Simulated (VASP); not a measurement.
A run of VASP 6.6.1:

The input POSCAR:

```
GdAg
1.0
   -3.6438706300      0.0000000000     -3.6438706300
    0.0000000000     -3.6438706300      0.0000000000
   -3.6438706300      0.0000000000      3.6438706300
Ag Gd
2 2
Direct
    0.0000000000      0.0000000000      0.0000000000
    0.5000000000      0.0000000000      0.5000000000
    0.0000000000      0.5000000000      0.5000000000
    0.5000000000      0.5000000000      0.0000000000
```

INCAR.step1

```
PREC = Accurate
ENCUT = 520
ISMEAR = -5
SIGMA = 0.1
LREAL = False
LASPH = True
NELM = 150
ISPIN = 2
MAGMOM = 0 0 7 -7
LMAXMIX = 6
NBANDS = 41
GGA = PE
ALGO = Normal
EDIFF = 1E-4
LWAVE = True
LCHARG = False
```

The input INCAR.step2:

```
PREC = Accurate
ENCUT = 520
EDIFF = 1E-7
ISMEAR = -1
SIGMA = 0.1
LREAL = False
LASPH = True
NELM = 150
ALGO = Normal
ISIF = 2
LWAVE = False
LCHARG = False
ISPIN = 2
MAGMOM = 0 0 7 -7
LORBIT = 10
LMAXMIX = 6
METAGGA = R2SCAN
LMIXTAU = True
NBANDS = 41
ISTART = 1
```

KPOINTS

```
Automatic mesh
0
Gamma
  4 5 4
  0 0.5 0
```

Potentials or basis: VASP PAW PBE potentials, release 64 (Ag, Gd).

The run is started by

```console
$ cat potpaw_PBE.64/Ag/POTCAR potpaw_PBE.64/Gd/POTCAR > POTCAR
$ cp INCAR.step1 INCAR
$ mpirun -np 1 vasp_std > vasp.out
$ cp INCAR.step2 INCAR
$ mpirun -np 1 vasp_std > vasp.out
```

Hardware: 1 thread of AMD EPYC 7R43 64-Core Processor (Zen 3), on a shared host.

**Question.** Estimate the wall time of this run.

**Answer.** Run time: 20 min on 1 thread of AMD EPYC 7R43 64-Core Processor (Zen 3), with other jobs on the host, peak memory 0.3 GiB. Counts: k points 18.
